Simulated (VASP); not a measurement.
# Ru (P6_3/mmc) in VASP: further runs

Ru is run at these levels: PBE; tasks: relaxation of cell and atoms.

All numbers are computed with VASP 6.6.1; they aren't measurements. Logs are shortened: lines on timing, memory, paths and dates and some standing lists are left out, and cuts for length are marked.

## (1) The cell of the first run

It takes space group P6_3/mmc (No. 194, hexagonal). Conventional cell: a = 2.622 Å, b = 2.622 Å, c = 4.152 Å, α = 90.00°, β = 90.00°, γ = 120.00°. Within 3.4 Å of Ru (site symmetry -6m2) lie 12 Ru at 2.57 to 2.62 Å.

## (2) Relaxation of cell and atoms, PBE, target pressure 44 GPa, at which the enthalpy is minimised

INCAR

```
SYSTEM = Ru
PREC     = Accurate       ! precision mode
ENCUT    = 500            ! plane-wave cutoff, eV
EDIFF    = 1E-7           ! SCF threshold, eV
ISMEAR   = -1             ! smearing method
SIGMA    = 0.1            ! smearing width, eV
LREAL    = .False.        ! projectors in reciprocal space
LASPH    = .True.         ! aspherical terms in the spheres
NELM     = 120            ! most SCF steps
ALGO     = Normal         ! electronic algorithm
ISIF     = 3              ! what is computed and relaxed
LWAVE    = .False.        ! write WAVECAR
LCHARG   = .False.        ! write CHGCAR
GGA      = PE             ! functional
IBRION   = 2              ! ionic algorithm
NSW      = 32             ! ionic steps
EDIFFG   = -0.005         ! ionic threshold
PSTRESS  = 440.0        
GGA_COMPAT= .False.      
NELMIN   = 4
```

KPOINTS

```
regular mesh
0
Gamma
  17 17 9
  0 0 0
```

POSCAR

```
Ru
1.0
    2.6216188540      0.0000000000      0.0000000000
   -1.3108094270      2.2703885266      0.0000000000
    0.0000000000      0.0000000000      4.1516764014
Ru
2
Direct
    0.3333333333      0.6666666667      0.2500000000
    0.6666666667      0.3333333333      0.7500000000
```

Potentials or basis: VASP PAW PBE potentials, release 64 (Ru_pv).

Started as:

```console
$ cat potpaw_PBE.64/Ru_pv/POTCAR > POTCAR
$ mpirun -np 1 vasp_std > vasp.out
```

OUTCAR:

```text
SYSTEM = Ru
   PREC = Accurate
   ENCUT = 500
   EDIFF = 1E-7
   ISMEAR = -1
   LREAL = .False.
   LASPH = .True.
   NELM = 120
   ISIF = 3
   GGA = PE
   IBRION = 2
   NSW = 32
   EDIFFG = -0.005
   PSTRESS = 440.0
   NELMIN = 4

 ion  position               nearest neighbor table
   1  0.333  0.667  0.250-   2 2.57   2 2.57   2 2.57   2 2.57   2 2.57   2 2.57
   2  0.667  0.333  0.750-   1 2.57   1 2.57   1 2.57   1 2.57   1 2.57   1 2.57

  LATTYP: Found a hexagonal cell.
 ALAT       =     2.6216188540
 C/A-ratio  =     1.5836308146

  Lattice vectors:

 A1 = (   2.6216188540,   0.0000000000,   0.0000000000)
 A2 = (  -1.3108094270,   2.2703885266,   0.0000000000)
 A3 = (   0.0000000000,   0.0000000000,   4.1516764014)

Analysis of symmetry for initial positions (statically):
=====================================================================
 Subroutine PRICEL returns:
 Original cell was already a primitive cell.

 Routine SETGRP: Setting up the symmetry group for a
 hexagonal supercell.

 Subroutine GETGRP returns: Found 24 space group operations
 (whereof 12 operations were pure point group operations)
 out of a pool of 24 trial point group operations.

The static configuration has the point symmetry D_3d.
 The point group associated with its full space group is D_6h.

Analysis of symmetry for dynamics (positions and initial velocities):
=====================================================================
 Subroutine PRICEL returns:
 Original cell was already a primitive cell.

 Routine SETGRP: Setting up the symmetry group for a
 hexagonal supercell.

 Subroutine GETGRP returns: Found 24 space group operations
 (whereof 12 operations were pure point group operations)
 out of a pool of 24 trial point group operations.

The dynamic configuration has the point symmetry D_3d.
 The point group associated with its full space group is D_6h.

 Subroutine INISYM returns: Found 24 space group operations
 (whereof 12 operations are pure point group operations),
 and found     1 'primitive' translations

----------------------------------------------------------------------------------------

                                     Primitive cell

  volume of cell :      24.7112

  direct lattice vectors                    reciprocal lattice vectors
     2.621618854  0.000000000  0.000000000     0.381443702  0.220226624  0.000000000
    -1.310809427  2.270388527  0.000000000     0.000000000  0.440453248  0.000000000
     0.000000000  0.000000000  4.151676401     0.000000000  0.000000000  0.240866557

  length of vectors
     2.621618854  2.621618854  4.151676401     0.440453248  0.440453248  0.240866557

  position of ions in fractional coordinates (direct lattice)
     0.333333333  0.666666667  0.250000000
     0.666666667  0.333333333  0.750000000

  ion indices of the primitive-cell ions
   primitive index   ion index
                 1           1
                 2           2

----------------------------------------------------------------------------------------

 KPOINTS: regular mesh

Automatic generation of k-mesh.
 Grid dimensions read from file:
 generate k-points for:   17   17    9

 Generating k-lattice:

  Cartesian coordinates                     Fractional coordinates (reciprocal lattice)
     0.022437865  0.012954507  0.000000000     0.058823529  0.000000000  0.000000000
     0.000000000  0.025909015  0.000000000     0.000000000  0.058823529  0.000000000
     0.000000000  0.000000000  0.026762951     0.000000000  0.000000000  0.111111111

  Length of vectors
     0.025909015  0.025909015  0.026762951

  Shift w.r.t. Gamma in fractional coordinates (k-lattice)
     0.000000000  0.000000000  0.000000000

 Subroutine IBZKPT returns following result:
 ===========================================

 Found    165 irreducible k-points:

 Following reciprocal coordinates:
            Coordinates               Weight
  0.000000  0.000000  0.000000      1.000000
  0.058824 -0.000000  0.000000      6.000000
  0.117647 -0.000000  0.000000      6.000000
  0.176471 -0.000000  0.000000      6.000000
  0.235294 -0.000000  0.000000      6.000000
  0.294118 -0.000000  0.000000      6.000000
[... 16 lines left out ...]
  0.411765  0.117647  0.000000     12.000000
  0.176471  0.176471  0.000000      6.000000
 [... further k-points ...]
   k-points           NKPTS =    165   k-points in BZ     NKDIM =    165   number of bands    NBANDS=     18
   number of dos      NEDOS =    301   number of ions     NIONS =      2
   total plane-waves  NPLWV =  12000
   dimension x,y,z NGX =    20 NGY =   20 NGZ =   30
   dimension x,y,z NGXF=    40 NGYF=   40 NGZF=   60
   ions per type =               2
   NGX,Y,Z   is equivalent  to a cutoff of  12.68, 12.68, 12.01 a.u.
   NGXF,Y,Z  is equivalent  to a cutoff of  25.37, 25.37, 24.03 a.u.
 SYSTEM =  Ru
   PREC   = accura    normal or accurate (medium, high low for compatibility)
   ISTART =      0    job   : 0-new  1-cont  2-samecut
   ICHARG =      2    charge: 1-file 2-atom 10-const
   ISPIN  =      1    spin polarized calculation?
   LNONCOLLINEAR =      F non collinear calculations
   LSORBIT =      F    spin-orbit coupling
   LASPH  =      T    aspherical Exc in radial PAW
   ENCUT  =  500.0 eV  36.75 Ry    6.06 a.u.   4.78  4.78  7.57*2*pi/ulx,y,z
   NELM   =    120;   NELMIN=  4; NELMDL= -5     # of ELM steps
   EDIFF  = 0.1E-06   stopping-criterion for ELM
   LREAL  =      F    real-space projection
   EDIFFG = -.5E-02   stopping-criterion for IOM
   NSW    =     32    number of steps for IOM
   IBRION =      2    ionic relax: 0-MD 1-quasi-New 2-CG
   NFREE  =      1    steps in history (QN), initial steepest desc. (CG)
   ISIF   =      3    stress and relaxation
   ISYM   =      2    0-nonsym 1-usesym 2-fastsym
   POTIM  = 0.5000    time-step for ionic-motion
   TEBEG  =    0.0;   TEEND  =   0.0 temperature during run
   PSTRESS=  440.0 pullay stress
   NELECT =      28.0000    total number of electrons
   NUPDOWN=      -1.0000    fix difference up-down
   EMIN   =  10.00;   EMAX   =-10.00  energy-range for DOS
   EFERMI =   0.00;   METHOD = LEGACY
   ISMEAR =    -1;   SIGMA  =   0.10  broadening in eV -4-tet -1-fermi 0-gaus
   EFERMI_NEDOS =   21; number of points for ismear=-14 and -15
   IALGO  =     38    algorithm
   IMIX   =      4    mixing-type and parameters
     AMIX     =   0.40;   BMIX     =  1.00
     AMIX_MAG =   1.60;   BMIX_MAG =  1.00
  volume/ion in A,a.u.               =      12.36        83.38
  Fermi-wavevector in a.u.,A,eV,Ry     =   1.706723  3.225239 39.632467  2.912904
  Thomas-Fermi vector in A             =   2.785707
   LORBIT       =      0    0 simple, 1 ext, 2 COOP (PROOUT), +10 PAW based schemes
   GGA     = PE    functional components
   LHFCALC =     F    Hartree Fock is set to
   AEXX    =    0.0000 exact exchange contribution
   IVDW    =     0    specifies the selected vdW correction
   LEPSILON=     F    determine dielectric tensor
   LRPA    =     F    only Hartree local field effects (RPA)
 conjugate gradient relaxation of ions
 non-spin polarized calculation
  energy-cutoff  :      500.00
  volume of cell :       24.71
 maximum number of plane-waves:       644
 NGX is ok and might be reduce to    20
   NGX =  9   NGY =  9   NGZ = 15

--------------------------------------- Ionic step        1  -------------------------------------------

 number of electron      27.9999993 magnetization

 Free energy of the ion-electron system (eV)
  ---------------------------------------------------
  ext. energy  EPLUGINS =         0.00000000
  ---------------------------------------------------
  free energy    TOTEN  =       -18.14195226 eV

  energy without entropy =      -18.09190151  energy(sigma->0) =      -18.11692688

------------------------ aborting loop because EDIFF is reached ----------------------------------------

  FORCE on cell =-STRESS in cart. coord.  units (eV):
  Direction    XX          YY          ZZ          XY          YZ          ZX
  --------------------------------------------------------------------------------------
  -------------------------------------------------------------------------------------
  Total        6.8013231      6.8013231      6.8103578      0.0000000     -0.0000000      0.0000000
  in kB      440.9717403    440.9717403    441.5575177      0.0000000     -0.0000000      0.0000000
  external PRESSURE =       1.1669994 kB  Pullay stress =     440.0000000 kB
[... 61 lines left out ...]
  enthalpy is  TOTEN    =       -11.3555707804 eV   P V=        6.7951783669

--------------------------------------- Ionic step        3  -------------------------------------------

 number of electron      27.9999993 magnetization

 Free energy of the ion-electron system (eV)
  ---------------------------------------------------
  ext. energy  EPLUGINS =         0.00000000
  ---------------------------------------------------
  free energy    TOTEN  =       -18.14345307 eV

  energy without entropy =      -18.09338557  energy(sigma->0) =      -18.11841932

 E-fermi :  14.6547     XC(G=0): -14.7123

 val. band max:       14.6503216829   @ k =   0.4118   0.0588   0.3333
 cond. band min:      14.6622187065   @ k =   0.4118   0.1176   0.4444
 fundamental gap:      0.0118970236
 Fermi energy:        14.6547095458

 k-point     1 :       0.0000    0.0000    0.0000
  band No.  band energies     occupation
      1     -29.4181      2.00000
      2     -28.1534      2.00000
      3     -28.1534      2.00000
      4     -27.9277      2.00000
      5     -27.9277      2.00000
      6     -27.8697      2.00000
[... 10 lines left out ...]
     17      15.9931      0.00000
     18      16.0645      0.00000
[... 466 lines left out ...]
      2     -28.7181      2.00000
      3     -28.7059      2.00000
      4     -28.3362      2.00000
      5     -28.1230      2.00000
      6     -28.0681      2.00000
[... 10 lines left out ...]
     17      16.4993      0.00000
     18      24.5457      0.00000

 [... further k-points ...]

------------------------ aborting loop because EDIFF is reached ----------------------------------------

  FORCE on cell =-STRESS in cart. coord.  units (eV):
  Direction    XX          YY          ZZ          XY          YZ          ZX
  --------------------------------------------------------------------------------------
  -------------------------------------------------------------------------------------
  Total        6.7892376      6.7892376      6.7948194      0.0000000      0.0000000      0.0000000
  in kB      440.0909741    440.0909741    440.4527933      0.0000000      0.0000000      0.0000000
  external PRESSURE =       0.2115805 kB  Pullay stress =     440.0000000 kB
[... 17 lines left out ...]
  FREE ENERGIE OF THE ION-ELECTRON SYSTEM (eV)
  ---------------------------------------------------
  free  energy   TOTEN  =       -18.1434530668 eV

  energy  without entropy=      -18.0933855738  energy(sigma->0) =      -18.11841932

  enthalpy is  TOTEN    =       -11.3556188819 eV   P V=        6.7878341849

 reached required accuracy - stopping structural energy minimisation
```

It took 92 s on 1 thread of Intel Xeon 6975P-C (Granite Rapids), shared host; peak memory 0.17 GiB.

Results:

```yaml
Free_energy: -18.1435 eV
Relaxed_volume: 12.36 Å³/atom
Relaxed_cell: a = 2.622 Å, b = 2.622 Å, c = 4.152 Å, α = 90.00°, β = 90.00°, γ = 120.00°
Space_group_after_relaxing_to_0.05_Å: P6_3/mmc (No. 194)
Energy_change_on_relaxing_the_enthalpy_is_what_falls: -0.8 meV/atom
Ionic_steps: 3
Pressure_after_relaxing: 44.0 GPa
Band_gap_on_the_k_mesh: zero (band 14 reaches 16.46 eV, above the bottom of band 15 at 12.78 eV)
```

Step by step:
```tsv
step	energy change (eV)	largest force (eV/Å)	pressure (GPa)	volume (Å³)
1	0.0000	0.0000	44.12	24.71
2	-0.0088	0.0000	43.45	24.74
3	-0.0015	0.0000	44.02	24.72
```

Final structure:
```
CELL_PARAMETERS angstrom
2.62178 0.00000 0.00000
-1.31089 2.27053 0.00000
0.00000 0.00000 4.15208
ATOMIC_POSITIONS crystal
Ru 0.33333 0.66667 0.25000
Ru 0.66667 0.33333 0.75000
```

Levels at points of the mesh, in eV from the Fermi level:
```csv
k point,band 11,band 12,band 13,band 14,band 15,band 16,band 17,band 18
"(0.00, 0.00, 0.00)",-2.81,-2.23,-2.23,-1.61,-1.61,1.34,1.34,1.41
```

Caveat: the cell is relaxed towards a set pressure, so the enthalpy falls and the energy may rise.

(Continued in part 2 of 2.)
